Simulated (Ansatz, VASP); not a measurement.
Two plane-wave programs on TiO2

```
Ti O
1.0
    -1.89210    1.89210    4.75730
     1.89210   -1.89210    4.75730
     1.89210    1.89210   -4.75730
Ti O
2 4
Direct
  0.00000 0.00000 0.00000
  0.75000 0.25000 0.50000
  0.20810 0.20810 0.00000
  0.95810 0.45810 0.50000
  0.54190 0.04190 0.50000
  0.79190 0.79190 0.00000
```

Alike in both runs: task relaxation of cell and atoms; functional PBEsol; k mesh 10 × 10 × 10; occupations gaussian, width 0.02 eV; no spin polarisation.

|  | VASP | Ansatz |
| --- | --- | --- |
| version | VASP 6.6.1 | Ansatz 0.2.0 |
| potentials or method | VASP PAW PBE potentials, release 64 (Ti_sv, O), cutoff 600 eV | scalar-relativistic, plane waves, PAW |
| valence electrons in the cell | 48 | 48 |

|  | VASP | Ansatz | Ansatz less VASP |
| --- | --- | --- | --- |
| gap on the k mesh at the Fermi level, each at its own relaxed structure (eV) | 2.09 | 2.12 | +0.029 |
| relaxed volume (Å³/atom) | 11.33 | 11.31 | -0.023 |
| relaxed cell length with the largest relative difference (Å) | 5.473 | 5.469 | -0.0040 |

VASP's potentials were made for PBE, not for PBEsol.
